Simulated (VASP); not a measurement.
A run of VASP 6.6.1:

Contents of INCAR:

```
SYSTEM = ZrC
PREC = Accurate
ENCUT = 520
EDIFF = 1E-6
ISMEAR = -1
SIGMA = 0.05
LREAL = .FALSE.
LASPH = .TRUE.
NELM = 100
ALGO = Normal
ISIF = 2
LWAVE = .FALSE.
LCHARG = .FALSE.
GGA = PE
NBANDS = 15
```

The input KPOINTS:

```
regular mesh
0
G
  15 15 15
  0 0 0
```

Contents of POSCAR:

```
ZrC
1.0
    0.0000000000      2.3811373624      2.3811373624
    2.3811373624      0.0000000000      2.3811373624
    2.3811373624      2.3811373624      0.0000000000
Zr C
1 1
Direct
    0.5000000000      0.5000000000      0.5000000000
    0.0000000000      0.0000000000      0.0000000000
```

Potentials or basis: VASP PAW PBE potentials, release 64 (Zr_sv, C).

Launch:

```bash
$ cat potpaw_PBE.64/Zr_sv/POTCAR potpaw_PBE.64/C/POTCAR > POTCAR
$ mpirun -np 1 vasp_std > vasp.out
```

Hardware: 1 thread of Intel(R) Xeon(R) Platinum 8259CL CPU @ 2.50GHz (Skylake/Cascade Lake), with other jobs on the host.

Q: How long does it take, and how much memory?

A: It took 56 s on 1 thread of Intel(R) Xeon(R) Platinum 8259CL CPU @ 2.50GHz (Skylake/Cascade Lake), on a shared host, peak memory 0.19 GiB. Counts: scf iterations 14, k points 120.
